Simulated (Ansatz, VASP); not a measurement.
# Si in VASP and in Ansatz

```
Si
1.0
     0.00000    2.66629    2.66629
     2.66629    0.00000    2.66629
     2.66629    2.66629    0.00000
Si
2
Direct
  0.50000 0.50000 0.50000
  0.75000 0.75000 0.75000
```

Alike in both runs: task single point; functional RPBE; k mesh 8 × 8 × 8; occupations fermi-dirac, width 0.05 eV; no spin polarisation.

|  | VASP | Ansatz |
| --- | --- | --- |
| version | VASP 6.6.1 | Ansatz 0.2.0 |
| potentials or method | VASP PAW PBE potentials, release 64 (Si) | Ansatz PAW |
| plane-wave cutoff (eV) | 520 | 420 |
| valence electrons in the cell | 8 | 8 |

```tsv
	VASP	Ansatz	Ansatz less VASP
gap on the k mesh at the Fermi level (eV)	0.57	0.57	+0.001
least direct gap on the mesh (eV)	2.59	2.59	-0.002
pressure (GPa)	9.5	9.8	+0.28
```

VASP's potentials were made for PBE, not for RPBE. With one functional, cell and mesh, what is left measures potentials, basis and numerics.
